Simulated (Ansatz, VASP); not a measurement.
# One calculation of Na3Al, two programs

```
CELL_PARAMETERS angstrom
0.00000 3.83300 3.83300
3.83300 0.00000 3.83300
3.83300 3.83300 0.00000
ATOMIC_POSITIONS crystal
Na 0.25000 0.25000 0.25000
Na 0.75000 0.75000 0.75000
Na 0.52935 0.47065 0.52935
Al 0.00000 0.00000 0.00000
```

Change from the starting cell: one atom moved.

Alike in both runs: task single point; functional PBE; k mesh 8 × 8 × 8; occupations gaussian, width 0.1 eV; no spin polarisation.

|  | VASP | Ansatz |
| --- | --- | --- |
| version | VASP 6.6.1 | Ansatz 0.2.0 |
| potentials or method | VASP PAW PBE potentials, release 64 (Na_pv, Al), cutoff 520 eV | scalar-relativistic, plane waves, PAW |
| valence electrons in the cell | 24 | 30 |

|  | VASP | Ansatz | Ansatz less VASP |
| --- | --- | --- | --- |
| gap on the k mesh at the Fermi level (eV) | none | none | - |
| pressure (GPa) | 0.1 | 0.1 | -0.01 |
| rms of the force components (eV/Å) | 0.084 | 0.084 | +0.0002 |

Atom by atom the forces differ by 0.000 eV/Å (rms over components). A gap of «none» marks a metal or a gap that the smearing closes. VASP's potentials hold 24 valence electrons a cell and Ansatz's 30, so a difference there can come from the potentials and not from the codes.
